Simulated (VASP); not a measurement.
The system is LiAlH3.

```
CELL_PARAMETERS angstrom
5.68027 0.00000 0.00000
0.00000 5.68027 0.00000
0.00000 0.00000 4.01655
ATOMIC_POSITIONS crystal
Li 0.00000 0.50000 0.50000
Li 0.50000 0.00000 0.50000
Al 0.50000 0.50000 0.00000
Al 0.00000 0.00000 0.00000
H 0.79118 0.29118 0.00000
H 0.70882 0.79118 0.00000
H 0.50000 0.50000 0.50000
H 0.20882 0.70882 0.00000
H 0.29118 0.20882 0.00000
H 0.00000 0.00000 0.50000
```

* Program: VASP 6.6.1
* Task: relaxation of cell and atoms
* Functional: PBE
* Potentials or basis: VASP PAW PBE potentials, release 64 (Li_sv, Al, H)
* Cutoff: 600 eV
* k mesh: 4 × 4 × 4
* Occupations: gaussian, width 0.1 eV
* Spin: no spin polarisation

At the start: pressure -7.0 GPa; volume 12.96 Å³/atom.

Problem. Where does the relaxation end?

Solution. Over 10 steps the energy falls by 83.7 meV/atom and the volume is 9.77 Å³/atom (-24.6 %); space group P4/mbm (No. 127, to 0.1 Å) before and after.

Step by step:
```
step  energy change (eV)  largest force (eV/Å)  pressure (GPa)  volume (Å³)
   1              0.0000                0.0087           -7.04       129.60
   2             -0.4119                0.0245           -5.43       119.20
   3             -0.7437                0.0768           -1.91       105.30
   4             -0.7726                0.0989            0.13        99.70
   5             -0.7730                0.0972           -0.10       100.29
   6             -0.7813                0.1002           -0.07       100.00
   7             -0.7920                0.1054            0.02        99.08
   8             -0.7984                0.1011            0.03        98.94
   9             -0.8152                0.0816            0.03        98.52
  10             -0.8365                0.0339           -0.07        97.67
```

Final structure:
```yaml
crystal:
  lattice:
    - [5.14398, 0.00000, 0.00000]
    - [0.00000, 5.14398, 0.00000]
    - [0.00000, 0.00000, 3.69134]
  atoms:
    - { symbol: Li, position: [0.00000, 0.50000, 0.50000] }
    - { symbol: Li, position: [0.50000, 0.00000, 0.50000] }
    - { symbol: Al, position: [0.50000, 0.50000, 0.00000] }
    - { symbol: Al, position: [0.00000, 0.00000, 0.00000] }
    - { symbol: H, position: [0.81585, 0.31585, 0.00000] }
    - { symbol: H, position: [0.68415, 0.81585, 0.00000] }
    - { symbol: H, position: [0.50000, 0.50000, 0.50000] }
    - { symbol: H, position: [0.18415, 0.68415, 0.00000] }
    - { symbol: H, position: [0.31585, 0.18415, 0.00000] }
    - { symbol: H, position: [0.00000, 0.00000, 0.50000] }
```

Caveat: the k points lie up to 0.43 Å⁻¹ apart in the final cell, too coarse for converged energies and pressures of a metal; the cutoff is under 1.25 times the usual one of these potentials, so pressure, stress and relaxed cells hold a basis-set (Pulay) error; the volume moved by over 15 % at a fixed basis, so the end points are rough.
